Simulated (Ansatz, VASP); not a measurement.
## One calculation of MgO, two programs

The input INCAR:

```
  PREC = Accurate
  ENCUT = 520
  EDIFF = 1E-6
  ISMEAR = -1
  SIGMA = 0.02
  LREAL = F
  LASPH = T
  NELM = 60
  ALGO = Normal
  ISIF = 2
  LWAVE = F
  LCHARG = F
  GGA = PE
  NBANDS = 16
```

Contents of KPOINTS:

```
regular mesh
0
Gamma
  12 12 6
```

The input POSCAR:

```
MgO
1.0
    2.9230552965      0.0000000000      0.0000000000
   -1.4615276483      2.5314401435      0.0000000000
    0.0000000000      0.0000000000      5.0921016501
Mg O
2 2
Direct
    0.0000000000      0.0000000000      0.0000000000
    0.0000000000      0.0000000000      0.5000000000
    0.3333333333      0.6666666667      0.2500000000
    0.6666666667      0.3333333333      0.7500000000
```

Input for Ansatz:

```yaml
crystal:
  lattice:
    - [2.9230552965, 0.0, 0.0]
    - [-1.4615276483, 2.5314401435, 0.0]
    - [0.0, 0.0, 5.0921016501]
  atoms:
    - { symbol: Mg, position: [0.0, 0.0, 0.0] }
    - { symbol: Mg, position: [0.0, 0.0, 0.5] }
    - { symbol: O, position: [0.3333333333, 0.6666666667, 0.25] }
    - { symbol: O, position: [0.6666666667, 0.3333333333, 0.75] }
kpoints:
  mp_grid: { grid: [12, 12, 6] }
  band_path:
    path:
      - [[0.0, 0.0, 0.0], [0.5, 8.962219086903e-17, 0.0], [0.3333333333333, 0.3333333333333, 0.0], [0.0, 0.0, 0.0], [0.0, 0.0, 0.5], [0.5, 8.962219086903e-17, 0.5], [0.3333333333333, 0.3333333333333, 0.5], [0.0, 0.0, 0.5]]
      - [[0.5, 8.962219086903e-17, 0.5], [0.5, 8.962219086903e-17, 0.0]]
      - [[0.3333333333333, 0.3333333333333, 0.5], [0.3333333333333, 0.3333333333333, 0.0]]
    npoints: 10
hamiltonian:
  xc: pbe
scf:
  occupations: { method: fermi_dirac, width: 0.02 }
  n_extra_bands: 5
output:
  forces: true
  stress: true
  eigenvalues: true
```

Alike in both runs: task single point; functional PBE; k mesh 12 × 12 × 6; occupations fermi-dirac, width 0.02 eV; no spin polarisation.

|  | VASP | Ansatz |
| --- | --- | --- |
| version | VASP 6.6.1 | Ansatz 0.2.0 |
| potentials or method | VASP PAW PBE potentials, release 64 (Mg, O) | plane waves, PAW |
| plane-wave cutoff (eV) | 520 | 420 |
| valence electrons in the cell | 16 | 32 |

Ansatz gave:

```
gap on the k mesh at the Fermi level (eV)                     : 4.47
pressure (GPa)                                                : 5.7
traceless stress, the component that is largest in VASP (GPa) : 0.58
```

Question: What did VASP give for the same quantities?

Answer: gap on the k mesh at the Fermi level (eV): 4.45; pressure (GPa): 5.0; traceless stress, the component that is largest in VASP (GPa): 0.58.

VASP's potentials hold 16 valence electrons a cell and Ansatz's 32, so a difference there can come from the potentials and not from the codes.
